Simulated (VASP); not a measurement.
Here is a VASP 6.6.1 calculation.

Contents of POSCAR:

```
Sb
1.0
   -1.8713408863      1.8713408863      1.8713408863
    1.8713408863     -1.8713408863      1.8713408863
    1.8713408863      1.8713408863     -1.8713408863
Sb
1
Direct
    0.0000000000      0.0000000000      0.0000000000
```

The input INCAR.step1:

```
  PREC = Accurate
  ENCUT = 520
  EDIFF = 1E-5
  ISMEAR = -1
  SIGMA = 0.05
  LREAL = F
  LASPH = T
  NELM = 80
  ALGO = Normal
  ISIF = 2
  LWAVE = T
  LCHARG = F
  GGA = PE
  NBANDS = 8
```

Contents of INCAR.step2:

```
  PREC = Accurate
  ENCUT = 520
  EDIFF = 1E-7
  ISMEAR = -1
  SIGMA = 0.05
  LREAL = F
  LASPH = T
  NELM = 80
  ALGO = Normal
  ISIF = 2
  LWAVE = F
  LCHARG = F
  GGA = PE
  LHFCALC = T
  AEXX = 0.25
  HFSCREEN = 0.4
  PRECFOCK = Normal
  ISTART = 1
  NBANDS = 8
```

File KPOINTS:

```
regular mesh
0
Gamma
  5 5 5
```

Potentials or basis: VASP PAW PBE potentials, release 64 (Sb).

Run with:

```console
$ cat potpaw_PBE.64/Sb/POTCAR > POTCAR
$ cp INCAR.step1 INCAR
$ mpirun -np 1 vasp_std > vasp.out
$ cp INCAR.step2 INCAR
$ mpirun -np 1 vasp_std > vasp.out
```

(1) What does it give for the band gap on the k mesh?

(2) Estimate the pressure.

Results:

(1) zero (an odd number of electrons rules out a gap without spin polarisation).

(2) -1.2 GPa.

Caveat: the k points lie up to 0.47 Å⁻¹ apart, too coarse for converged energies and pressures of a metal; the PAW data sets were made with another functional, which shifts forces and pressure a little; spin-orbit coupling is left out, which moves the levels of the heavy elements.
